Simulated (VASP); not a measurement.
Runs of VASP 6.6.1 on Ca. The structure is that of space group P6/mmm (No. 191), or close to it. The cells are those of the table. This isn't the form of Ca at room conditions, which is fcc.

```csv
cell,k mesh,gap on the mesh (eV),pressure (GPa)
"a = 6.610, b = 6.610, c = 3.951 Å, angles 90.0, 90.0, 120.0°, 3 atoms",7 × 7 × 9,none,-1.5
"a = 6.099, b = 6.099, c = 3.645 Å, angles 90.0, 90.0, 120.0°, 3 atoms",7 × 7 × 9,none,2.5
"a = 6.365, b = 6.365, c = 3.804 Å, angles 90.0, 90.0, 120.0°, 3 atoms",8 × 8 × 11,none,(b)
"a = 6.448, b = 6.448, c = 3.854 Å, angles 90.0, 90.0, 120.0°, 3 atoms",7 × 7 × 9,none,-0.6
"a = 6.279, b = 6.279, c = 3.753 Å, angles 90.0, 90.0, 120.0°, 3 atoms",7 × 7 × 9,none,(a)
```

Alike in all rows: task single point; level revPBE; potentials or basis VASP PAW PBE potentials, release 64 (Ca_sv); no spin polarisation; cutoff (eV) 520; smearing fermi-dirac 0.1 eV.

**Question.** Fill in the values left out.

**Answer.** (a) 0.7; (b) 0.0.

Caveats: the PAW data sets were made with another functional, which shifts forces and pressure a little.

A gap of «none» marks levels without a gap at the run's occupations.
